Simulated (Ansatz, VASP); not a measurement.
# Cu in VASP and in Ansatz

```
CELL_PARAMETERS angstrom
-1.47800 1.47800 1.40966
1.47800 -1.47800 1.40966
1.47800 1.47800 -1.40966
ATOMIC_POSITIONS crystal
Cu 0.00000 0.00000 0.00000
```

Alike in both runs: task single point; functional PBEsol; k mesh 14 × 14 × 14; occupations fermi-dirac, width 0.05 eV; no spin polarisation.

|  | VASP | Ansatz |
| --- | --- | --- |
| version | VASP 6.6.1 | Ansatz 0.2.0 |
| potentials or method | VASP PAW PBE potentials, release 64 (Cu), cutoff 520 eV | plane waves, PAW |
| valence electrons in the cell | 11 | 19 |

Ansatz gave:

```
pressure (GPa)                                                : -11.0
traceless stress, the component that is largest in VASP (GPa) : -0.42
```

Task: Estimate VASP's values.

Result: Pressure (GPa): -10.3; traceless stress, the component that is largest in VASP (GPa): -0.41.

VASP's potentials were made for PBE, not for PBEsol. VASP's potentials hold 11 valence electrons a cell and Ansatz's 19, so a difference there can come from the potentials and not from the codes.
